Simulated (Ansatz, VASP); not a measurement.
## Two plane-wave programs on Fe

POSCAR

```
Fe
1.0
   -1.4332514529      1.4332514529      1.4332514529
    1.4332514529     -1.4332514529      1.4332514529
    1.4332514529      1.4332514529     -1.4332514529
Fe
1
Direct
    0.0000000000      0.0000000000      0.0000000000
```

INCAR.step1

```
SYSTEM = Fe
PREC = Accurate ; ENCUT = 520
ISMEAR = 0 ; SIGMA = 0.1
LREAL = .FALSE. ; LASPH = .TRUE.
NELM = 150 ; ISPIN = 2
MAGMOM = 3.09 ; LMAXMIX = 4
NBANDS = 14 ; GGA = PE
ALGO = Normal ; EDIFF = 1E-4
LWAVE = .TRUE. ; LCHARG = .FALSE.
```

File INCAR.step2:

```
SYSTEM = Fe
PREC = Accurate ; ENCUT = 520
EDIFF = 1E-7 ; ISMEAR = 0
SIGMA = 0.1 ; LREAL = .FALSE.
LASPH = .TRUE. ; NELM = 150
ALGO = Normal ; ISIF = 2
LWAVE = .FALSE. ; LCHARG = .FALSE.
ISPIN = 2 ; MAGMOM = 3.09
LORBIT = 11 ; LMAXMIX = 4
METAGGA = R2SCAN ; LMIXTAU = .TRUE.
NBANDS = 14 ; ISTART = 1
```

File KPOINTS:

```
regular mesh
0
G
  20 20 20
  0 0 0
```

Input for Ansatz:

```yaml
crystal:
  lattice:
    - [-1.4332514529, 1.4332514529, 1.4332514529]
    - [1.4332514529, -1.4332514529, 1.4332514529]
    - [1.4332514529, 1.4332514529, -1.4332514529]
  atoms:
    - { symbol: Fe, position: [0.0, 0.0, 0.0], spin: 3.09 }
basis:
  ecutwfc: 500
kpoints:
  mp_grid: { grid: [20, 20, 20] }
  band_path:
    path:
      - [[0.0, 0.0, 0.0], [0.5, -0.5, 0.5], [0.0, 0.0, 0.5], [0.0, 0.0, 0.0], [0.25, 0.25, 0.25], [0.5, -0.5, 0.5]]
      - [[0.25, 0.25, 0.25], [0.0, 0.0, 0.5]]
    npoints: 14
hamiltonian:
  xc: r2scan
scf:
  occupations: { method: gaussian, width: 0.1 }
  n_extra_bands: 6
output:
  forces: true
  stress: true
  eigenvalues: true
  populations: true
  dos: { projected: true, de: 0.02, nscf_kmesh: { grid: [30, 30, 30] } }
  bader: true
  write_density: true
  write_potential: true
  elf: true
  volumetric_format: npy
magnetization:
  spin_polarized: true
checkpoint:
  read: start.run
  write: ck
  compress: false
  write_wavefunctions: false
  write_every: 100000
```

Alike in both runs: task single point; functional r2SCAN; k mesh 20 × 20 × 20; occupations gaussian, width 0.1 eV; collinear spin.

```csv
,VASP,Ansatz
version,VASP 6.6.1,Ansatz 0.2.0
potentials or method,"VASP PAW PBE potentials, release 64 (Fe), cutoff 520 eV","scalar-relativistic, plane waves, PAW"
valence electrons in the cell,8,16
```

```tsv
	VASP	Ansatz	Ansatz less VASP
gap on the k mesh at the Fermi level (eV)	none	none	-
pressure (GPa)	-0.4	0.0	+0.34
net moment per atom (μB)	2.65	2.65	+0.002
size of the moment on the site where the two differ most (μB)	2.72	2.81	+0.088
```

VASP's potentials were made for PBE, not for r2SCAN. Site moments also hang on the region over which each program counts them. A gap of «none» marks a metal or a gap that the smearing closes. VASP's potentials hold 8 valence electrons a cell and Ansatz's 16, so a difference there can come from the potentials and not from the codes. Ansatz's warnings: stability check not made.
